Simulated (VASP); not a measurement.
# K (P6/mmm) in VASP: further runs

Runs on K. Level: PBE. Tasks: single point.

All numbers are computed with VASP 6.6.1; they aren't measurements. Logs are shortened: lines on timing, memory, paths and dates and some standing lists are left out, and cuts for length are marked.

### Step 1. The cell of the first run

Symmetry: P6/mmm, No. 191, hexagonal system. Conventional cell: a = 4.040 Å, b = 4.040 Å, c = 3.798 Å, α = 90.00°, β = 90.00°, γ = 120.00°. Within 5.0 Å of K (site symmetry 6/mmm) lie 8 K at 3.80 to 4.04 Å.

### Step 2. Single point, PBE

Contents of INCAR:

```
SYSTEM = K
ALGO = Normal
EDIFF = 1E-7
ENCUT = 520
GGA = PE
ISIF = 2
ISMEAR = -1
LASPH = .TRUE.
LCHARG = .FALSE.
LREAL = .FALSE.
LWAVE = .FALSE.
NBANDS = 10
NELM = 100
PREC = Accurate
SIGMA = 0.08
```

Contents of KPOINTS:

```
k-points
0
G
  10 10 9
  0 0 0
```

Contents of POSCAR:

```
K
1.0
    4.0401355416      0.0000000000      0.0000000000
   -2.0200677708      3.4988600137      0.0000000000
    0.0000000000      0.0000000000      3.7977274091
K
1
Direct
    0.0000000000      0.0000000000      0.0000000000
```

Potentials or basis: VASP PAW PBE potentials, release 64 (K_sv).

Command:

```bash
> cat potpaw_PBE.64/K_sv/POTCAR > POTCAR
> mpirun -np 1 vasp_std > vasp.out
```

OUTCAR:

```text
SYSTEM = K
   EDIFF = 1E-7
   ENCUT = 520
   GGA = PE
   ISIF = 2
   ISMEAR = -1
   LASPH = .TRUE.
   LREAL = .FALSE.
   NELM = 100
   PREC = Accurate

 ion  position               nearest neighbor table
   1  0.000  0.000  0.000-

  LATTYP: Found a hexagonal cell.
 ALAT       =     4.0401355416
 C/A-ratio  =     0.9400000000

  Lattice vectors:

 A1 = (   4.0401355416,   0.0000000000,   0.0000000000)
 A2 = (  -2.0200677708,   3.4988600137,   0.0000000000)
 A3 = (   0.0000000000,   0.0000000000,   3.7977274091)

Analysis of symmetry for initial positions (statically):
[... 6 lines left out ...]

 Subroutine GETGRP returns: Found 24 space group operations
 (whereof 24 operations were pure point group operations)
 out of a pool of 24 trial point group operations.

The static configuration has the point symmetry D_6h.

Analysis of symmetry for dynamics (positions and initial velocities):
[... 6 lines left out ...]

 Subroutine GETGRP returns: Found 24 space group operations
 (whereof 24 operations were pure point group operations)
 out of a pool of 24 trial point group operations.

The dynamic configuration has the point symmetry D_6h.

 Subroutine INISYM returns: Found 24 space group operations
 (whereof 24 operations are pure point group operations),
 and found     1 'primitive' translations

----------------------------------------------------------------------------------------

                                     Primitive cell

  volume of cell :      53.6842

  direct lattice vectors                    reciprocal lattice vectors
     4.040135542  0.000000000  0.000000000     0.247516448  0.142903688  0.000000000
    -2.020067771  3.498860014  0.000000000     0.000000000  0.285807376  0.000000000
     0.000000000  0.000000000  3.797727409     0.000000000  0.000000000  0.263315371

  length of vectors
     4.040135542  4.040135542  3.797727409     0.285807376  0.285807376  0.263315371

  position of ions in fractional coordinates (direct lattice)
     0.000000000  0.000000000  0.000000000

  ion indices of the primitive-cell ions
   primitive index   ion index
                 1           1

----------------------------------------------------------------------------------------

 KPOINTS: k-points

Automatic generation of k-mesh.
 Grid dimensions read from file:
 generate k-points for:   10   10    9

 Generating k-lattice:

  Cartesian coordinates                     Fractional coordinates (reciprocal lattice)
     0.024751645  0.014290369  0.000000000     0.100000000  0.000000000  0.000000000
     0.000000000  0.028580738  0.000000000     0.000000000  0.100000000  0.000000000
     0.000000000  0.000000000  0.029257263     0.000000000  0.000000000  0.111111111

  Length of vectors
     0.028580738  0.028580738  0.029257263

  Shift w.r.t. Gamma in fractional coordinates (k-lattice)
     0.000000000  0.000000000  0.000000000

 Subroutine IBZKPT returns following result:
 ===========================================

 Found     70 irreducible k-points:

 Following reciprocal coordinates:
            Coordinates               Weight
  0.000000  0.000000  0.000000      1.000000
  0.100000  0.000000  0.000000      6.000000
  0.200000  0.000000  0.000000      6.000000
  0.300000  0.000000  0.000000      6.000000
  0.400000  0.000000  0.000000      6.000000
  0.500000  0.000000  0.000000      3.000000
[... 16 lines left out ...]
  0.300000  0.100000  0.111111     24.000000
  0.400000  0.100000  0.111111     24.000000
 [... further k-points ...]
   k-points           NKPTS =     70   k-points in BZ     NKDIM =     70   number of bands    NBANDS=     10
   number of dos      NEDOS =    301   number of ions     NIONS =      1
   total plane-waves  NPLWV =  25200
   dimension x,y,z NGX =    30 NGY =   30 NGZ =   28
   dimension x,y,z NGXF=    60 NGYF=   60 NGZF=   56
   ions per type =               1
   NGX,Y,Z   is equivalent  to a cutoff of  12.34, 12.34, 12.26 a.u.
   NGXF,Y,Z  is equivalent  to a cutoff of  24.69, 24.69, 24.51 a.u.
 SYSTEM =  K
   PREC   = accura    normal or accurate (medium, high low for compatibility)
   ISTART =      0    job   : 0-new  1-cont  2-samecut
   ICHARG =      2    charge: 1-file 2-atom 10-const
   ISPIN  =      1    spin polarized calculation?
   LNONCOLLINEAR =      F non collinear calculations
   LSORBIT =      F    spin-orbit coupling
   LASPH  =      T    aspherical Exc in radial PAW
   ENCUT  =  520.0 eV  38.22 Ry    6.18 a.u.   7.51  7.51  7.06*2*pi/ulx,y,z
   NELM   =    100;   NELMIN=  2; NELMDL= -5     # of ELM steps
   EDIFF  = 0.1E-06   stopping-criterion for ELM
   LREAL  =      F    real-space projection
   EDIFFG = 0.1E-05   stopping-criterion for IOM
   NSW    =      0    number of steps for IOM
   IBRION =     -1    ionic relax: 0-MD 1-quasi-New 2-CG
   NFREE  =      0    steps in history (QN), initial steepest desc. (CG)
   ISIF   =      2    stress and relaxation
   ISYM   =      2    0-nonsym 1-usesym 2-fastsym
   POTIM  = 0.5000    time-step for ionic-motion
   TEBEG  =    0.0;   TEEND  =   0.0 temperature during run
   PSTRESS=    0.0 pullay stress
   NELECT =       9.0000    total number of electrons
   NUPDOWN=      -1.0000    fix difference up-down
   EMIN   =  10.00;   EMAX   =-10.00  energy-range for DOS
   EFERMI =   0.00;   METHOD = LEGACY
   ISMEAR =    -1;   SIGMA  =   0.08  broadening in eV -4-tet -1-fermi 0-gaus
   EFERMI_NEDOS =   21; number of points for ismear=-14 and -15
   IALGO  =     38    algorithm
   IMIX   =      4    mixing-type and parameters
     AMIX     =   0.40;   BMIX     =  1.00
     AMIX_MAG =   1.60;   BMIX_MAG =  1.00
  volume/ion in A,a.u.               =      53.68       362.28
  Fermi-wavevector in a.u.,A,eV,Ry     =   0.902693  1.705843 11.086779  0.814855
  Thomas-Fermi vector in A             =   2.025928
   LORBIT       =      0    0 simple, 1 ext, 2 COOP (PROOUT), +10 PAW based schemes
   GGA     = PE    functional components
   LHFCALC =     F    Hartree Fock is set to
   AEXX    =    0.0000 exact exchange contribution
   IVDW    =     0    specifies the selected vdW correction
   LEPSILON=     F    determine dielectric tensor
   LRPA    =     F    only Hartree local field effects (RPA)
 non-spin polarized calculation
  energy-cutoff  :      520.00
  volume of cell :       53.68
 maximum number of plane-waves:      1461
   NGX = 15   NGY = 15   NGZ = 15

 number of electron       9.0000000 magnetization

 Free energy of the ion-electron system (eV)
  ---------------------------------------------------
  ext. energy  EPLUGINS =         0.00000000
  ---------------------------------------------------
  free energy    TOTEN  =        -0.87751391 eV

  energy without entropy =       -0.86036788  energy(sigma->0) =       -0.86894089

 E-fermi :   0.7419     XC(G=0):  -6.4720

 val. band max:        0.6942402056   @ k =   0.3000   0.2000   0.1111
 cond. band min:       0.7473728224   @ k =   0.2000   0.0000   0.4444
 fundamental gap:      0.0531326168
 Fermi energy:         0.7419108933

 k-point     1 :       0.0000    0.0000    0.0000
  band No.  band energies     occupation
      1     -31.4403      2.00000
      2     -14.8275      2.00000
      3     -14.8275      2.00000
      4     -14.8115      2.00000
      5      -1.8994      2.00000
      6       3.7057      0.00000
      7       5.1462      0.00000
      8       5.1462      0.00000
      9       7.8711      0.00000
     10       7.8711      0.00000

 k-point     2 :       0.1000    0.0000    0.0000
  band No.  band energies     occupation
      1     -31.4385      2.00000
      2     -14.8502      2.00000
      3     -14.8325      2.00000
      4     -14.8090      2.00000
      5      -1.7489      2.00000
      6       3.7649      0.00000
      7       4.7471      0.00000
      8       5.2757      0.00000
      9       7.4090      0.00000
     10       7.8337      0.00000

 k-point     3 :       0.2000    0.0000    0.0000
  band No.  band energies     occupation
      1     -31.4336      2.00000
      2     -14.9091      2.00000
      3     -14.8457      2.00000
      4     -14.8028      2.00000
      5      -1.3131      2.00000
      6       3.8808      0.00000
      7       3.9524      0.00000
      8       5.6534      0.00000
      9       6.8057      0.00000
     10       7.7388      0.00000

 k-point     4 :       0.3000    0.0000    0.0000
  band No.  band energies     occupation
      1     -31.4275      2.00000
      2     -14.9804      2.00000
      3     -14.8619      2.00000
      4     -14.7950      2.00000
      5      -0.6359      2.00000
      6       3.0574      0.00000
      7       3.9728      0.00000
      8       6.2455      0.00000
      9       6.3460      0.00000
     10       7.6268      0.00000

 k-point     5 :       0.4000    0.0000    0.0000
  band No.  band energies     occupation
      1     -31.4226      2.00000
      2     -15.0369      2.00000
      3     -14.8750      2.00000
      4     -14.7887      2.00000
      5       0.2135      1.99730
      6       2.1603      0.00000
      7       3.9042      0.00000
      8       6.0644      0.00000
      9       6.9949      0.00000
     10       7.5401      0.00000

 k-point     6 :       0.5000    0.0000    0.0000
  band No.  band energies     occupation
      1     -31.4207      2.00000
      2     -15.0582      2.00000
      3     -14.8799      2.00000
      4     -14.7862      2.00000
      5       0.9943      0.08178
      6       1.3773      0.00071
      7       3.8408      0.00000
      8       5.9698      0.00000
      9       7.5079      0.00000
     10       7.7227      0.00000

 k-point     7 :       0.1000    0.1000    0.0000
  band No.  band energies     occupation
      1     -31.4351      2.00000
      2     -14.8894      2.00000
      3     -14.8433      2.00000
      4     -14.8047      2.00000
      5      -1.4556      2.00000
      6       3.8597      0.00000
      7       4.1807      0.00000
      8       5.5107      0.00000
      9       6.9677      0.00000
     10       7.7469      0.00000

 k-point     8 :       0.2000    0.1000    0.0000
  band No.  band energies     occupation
      1     -31.4296      2.00000
      2     -14.9503      2.00000
      3     -14.8621      2.00000
      4     -14.7977      2.00000
      5      -0.8974      2.00000
      6       3.4226      0.00000
      7       3.9493      0.00000
      8       5.9289      0.00000
      9       6.5225      0.00000
     10       7.5953      0.00000

 k-point     9 :       0.3000    0.1000    0.0000
  band No.  band energies     occupation
      1     -31.4241      2.00000
      2     -15.0099      2.00000
      3     -14.8809      2.00000
      4     -14.7906      2.00000
      5      -0.1286      1.99996
      6       2.6197      0.00000
      7       3.8865      0.00000
      8       6.2044      0.00000
      9       6.4911      0.00000
     10       7.4469      0.00000
[... 118 lines left out ...]
 k-point    19 :       0.4000    0.0000    0.1111
  band No.  band energies     occupation
      1     -31.4203      2.00000
      2     -15.0324      2.00000
      3     -14.8718      2.00000
      4     -14.8192      2.00000
      5       0.3361      1.98755
      6       2.2309      0.00000
      7       4.0311      0.00000
      8       5.6992      0.00000
      9       6.6663      0.00000
     10       7.5107      0.00000

 k-point    20 :       0.5000    0.0000    0.1111
  band No.  band energies     occupation
      1     -31.4184      2.00000
      2     -15.0535      2.00000
      3     -14.8768      2.00000
      4     -14.8166      2.00000
      5       1.1508      0.01198
      6       1.4064      0.00049
      7       3.9755      0.00000
      8       5.6924      0.00000
      9       6.7582      0.00000
     10       7.9903      0.00000

 k-point    21 :       0.1000    0.1000    0.1111
  band No.  band energies     occupation
      1     -31.4327      2.00000
      2     -14.8863      2.00000
      3     -14.8404      2.00000
      4     -14.8367      2.00000
      5      -1.3062      2.00000
      6       3.8426      0.00000
      7       4.2581      0.00000
      8       5.5401      0.00000
      9       6.5522      0.00000
     10       7.3900      0.00000

 k-point    22 :       0.2000    0.1000    0.1111
  band No.  band energies     occupation
      1     -31.4273      2.00000
      2     -14.9466      2.00000
      3     -14.8590      2.00000
      4     -14.8290      2.00000
      5      -0.7573      2.00000
      6       3.5036      0.00000
      7       4.0102      0.00000
      8       5.6764      0.00000
      9       6.3414      0.00000
     10       7.2037      0.00000

 k-point    23 :       0.3000    0.1000    0.1111
  band No.  band energies     occupation
      1     -31.4218      2.00000
      2     -15.0056      2.00000
      3     -14.8778      2.00000
      4     -14.8213      2.00000
      5      -0.0021      1.99982
      6       2.6961      0.00000
      7       4.0185      0.00000
      8       5.6120      0.00000
      9       6.5642      0.00000
     10       7.2064      0.00000

 k-point    24 :       0.4000    0.1000    0.1111
  band No.  band energies     occupation
      1     -31.4184      2.00000
      2     -15.0415      2.00000
      3     -14.8893      2.00000
      4     -14.8165      2.00000
      5       0.8809      0.29923
      6       1.8254      0.00000
      7       3.8910      0.00000
      8       5.6952      0.00000
      9       6.5517      0.00000
     10       7.6740      0.00000

 [... further k-points ...]
[... 5 lines left out ...]
  --------------------------------------------------------------------------------------
  -------------------------------------------------------------------------------------
  Total        0.7530611      0.7530611      0.6773786      0.0000000      0.0000000      0.0000000
  in kB       22.4747322     22.4747322     20.2160234      0.0000000      0.0000000      0.0000000
  external PRESSURE =      21.7218293 kB  Pullay stress =       0.0000000 kB

 VOLUME and BASIS-vectors are now :
 -----------------------------------------------------------------------------
  energy-cutoff  :      520.00
  volume of cell :       53.68
      direct lattice vectors                 reciprocal lattice vectors
     4.040135542  0.000000000  0.000000000     0.247516448  0.142903688  0.000000000
    -2.020067771  3.498860014  0.000000000     0.000000000  0.285807376  0.000000000
     0.000000000  0.000000000  3.797727409     0.000000000  0.000000000  0.263315371

 POSITION                                       TOTAL-FORCE (eV/Angst)
 -----------------------------------------------------------------------------------
      0.00000      0.00000      0.00000         0.000000      0.000000      0.000000
 -----------------------------------------------------------------------------------
    total drift:                                0.000000      0.000000     -0.000000

  FREE ENERGIE OF THE ION-ELECTRON SYSTEM (eV)
  ---------------------------------------------------
  free  energy   TOTEN  =        -0.8775139064 eV

  energy  without entropy=       -0.8603678816  energy(sigma->0) =       -0.86894089
```

Wall time 55 s (1 thread of Intel Xeon 8259CL, shared host); peak memory 0.18 GiB.

What came out:

```yaml
Free_energy: -0.8775 eV
Pressure: 2.2 GPa
```

### Step 3. Single point, PBE

Contents of INCAR:

```
  PREC = Accurate
  ENCUT = 520
  EDIFF = 1E-7
  ISMEAR = -1
  SIGMA = 0.08
  LREAL = False
  LASPH = True
  NELM = 100
  ALGO = Normal
  ISIF = 2
  LWAVE = False
  LCHARG = False
  GGA = PE
  NBANDS = 10
```

Contents of KPOINTS:

```
Automatic mesh
0
Gamma
  10 10 9
```

POSCAR is that of step 2.

Potentials or basis: VASP PAW PBE potentials, release 64 (K_sv).

Command:

```bash
> cat potpaw_PBE.64/K_sv/POTCAR > POTCAR
> mpirun -np 1 vasp_std > vasp.out
```

OUTCAR:

```text
PREC = Accurate
   ENCUT = 520
   EDIFF = 1E-7
   ISMEAR = -1
   LREAL = False
   LASPH = True
   NELM = 100
   ISIF = 2
   GGA = PE

 ion  position               nearest neighbor table
   1  0.000  0.000  0.000-

  LATTYP: Found a hexagonal cell.
 ALAT       =     4.0401355416
 C/A-ratio  =     0.9400000000

  Lattice vectors:

[... 193 lines left out ...]
     10       7.8711      0.00000
[... 287 lines left out ...]
 k-point    24 :       0.4000    0.1000    0.1111
  band No.  band energies     occupation
      1     -31.4184      2.00000
      2     -15.0415      2.00000
      3     -14.8893      2.00000
      4     -14.8165      2.00000
      5       0.8809      0.29923
      6       1.8254      0.00000
      7       3.8910      0.00000
      8       5.6952      0.00000
      9       6.5517      0.00000
     10       7.6740      0.00000

 [... further k-points ...]
[... 5 lines left out ...]
  --------------------------------------------------------------------------------------
  -------------------------------------------------------------------------------------
  Total        0.7530611      0.7530611      0.6773786      0.0000000      0.0000000      0.0000000
  in kB       22.4747322     22.4747322     20.2160234      0.0000000      0.0000000      0.0000000
  external PRESSURE =      21.7218293 kB  Pullay stress =       0.0000000 kB

 VOLUME and BASIS-vectors are now :
 -----------------------------------------------------------------------------
  energy-cutoff  :      520.00
  volume of cell :       53.68
      direct lattice vectors                 reciprocal lattice vectors
     4.040135542  0.000000000  0.000000000     0.247516448  0.142903688  0.000000000
    -2.020067771  3.498860014  0.000000000     0.000000000  0.285807376  0.000000000
     0.000000000  0.000000000  3.797727409     0.000000000  0.000000000  0.263315371

 POSITION                                       TOTAL-FORCE (eV/Angst)
 -----------------------------------------------------------------------------------
      0.00000      0.00000      0.00000         0.000000      0.000000      0.000000
 -----------------------------------------------------------------------------------
    total drift:                                0.000000      0.000000     -0.000000

  FREE ENERGIE OF THE ION-ELECTRON SYSTEM (eV)
  ---------------------------------------------------
  free  energy   TOTEN  =        -0.8775139064 eV

  energy  without entropy=       -0.8603678816  energy(sigma->0) =       -0.86894089
```

OSZICAR:

```text
N       E                     dE             d eps       ncg     rms          rms(c)
DAV:   1     0.481265605763E+02    0.48127E+02   -0.38013E+03  1400   0.723E+02
DAV:   2     0.745348537911E+00   -0.47381E+02   -0.46647E+02  1510   0.202E+02
DAV:   3    -0.808366973634E+00   -0.15537E+01   -0.15465E+01  2076   0.291E+01
DAV:   4    -0.878486994220E+00   -0.70120E-01   -0.69862E-01  1862   0.488E+00
DAV:   5    -0.880451800427E+00   -0.19648E-02   -0.19644E-02  2102   0.622E-01    0.308E+00
DAV:   6    -0.878024878705E+00    0.24269E-02   -0.44215E-03  1786   0.483E-01    0.197E+00
DAV:   7    -0.877517523654E+00    0.50736E-03   -0.78372E-03  1692   0.578E-01    0.112E-01
DAV:   8    -0.877502709263E+00    0.14814E-04   -0.97908E-04  1854   0.315E-01    0.364E-02
DAV:   9    -0.877515565819E+00   -0.12857E-04   -0.23282E-05  1754   0.415E-02    0.150E-02
DAV:  10    -0.877514461519E+00    0.11043E-05   -0.12418E-05  1724   0.284E-02    0.406E-03
DAV:  11    -0.877514198122E+00    0.26340E-06   -0.16532E-07  1696   0.408E-03    0.190E-03
DAV:  12    -0.877513918008E+00    0.28011E-06   -0.39206E-08  1314   0.151E-03    0.259E-04
DAV:  13    -0.877513906356E+00    0.11652E-07   -0.61260E-09   910   0.558E-04
   1 F= -.87751391E+00 E0= -.86894089E+00  d E =-.171460E-01
```

Run time: 54 s. Hardware: 1 thread of Intel Xeon 8259CL, shared host; peak memory 0.18 GiB.

What came out:

```yaml
Free_energy: -0.8775 eV
Pressure: 2.2 GPa
```

Stress tensor (GPa, compression positive):
```
2.25 0.00 0.00
0.00 2.25 0.00
0.00 0.00 2.02
```

Levels at points of the mesh, in eV from the Fermi level:
| k point | band 1 | band 2 | band 3 | band 4 | band 5 | band 6 | band 7 | band 8 | band 9 | band 10 |
| --- | --- | --- | --- | --- | --- | --- | --- | --- | --- | --- |
| (0.00, 0.00, 0.00) | -32.18 | -15.57 | -15.57 | -15.55 | -2.64 | 2.96 | 4.40 | 4.40 | 7.13 | 7.13 |
| (0.50, 0.00, 0.00) | -32.16 | -15.80 | -15.62 | -15.53 | 0.25 | 0.64 | 3.10 | 5.23 | 6.77 | 6.98 |
